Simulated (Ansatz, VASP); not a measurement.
## One calculation of Sn, two programs

```
CELL_PARAMETERS angstrom
0.00000 3.23334 3.23334
3.23334 0.00000 3.23334
3.23334 3.23334 0.00000
ATOMIC_POSITIONS crystal
Sn 0.00000 0.00000 0.00000
Sn 0.25000 0.25000 0.25000
```

Alike in both runs: task single point; functional PBEsol; k mesh 8 × 8 × 8; occupations fermi-dirac, width 0.05 eV; no spin polarisation.

```csv
,VASP,Ansatz
version,VASP 6.6.1,Ansatz 0.2.0
potentials or method,"VASP PAW PBE potentials, release 64 (Sn_d), cutoff 520 eV","all-electron LAPW, scalar-relativistic"
```

|  | VASP | Ansatz | Ansatz less VASP |
| --- | --- | --- | --- |
| pressure (GPa) | 1.5 | 1.5 | +0.07 |

VASP's potentials were made for PBE, not for PBEsol. Ansatz ran all-electron here, and VASP with PAW potentials.
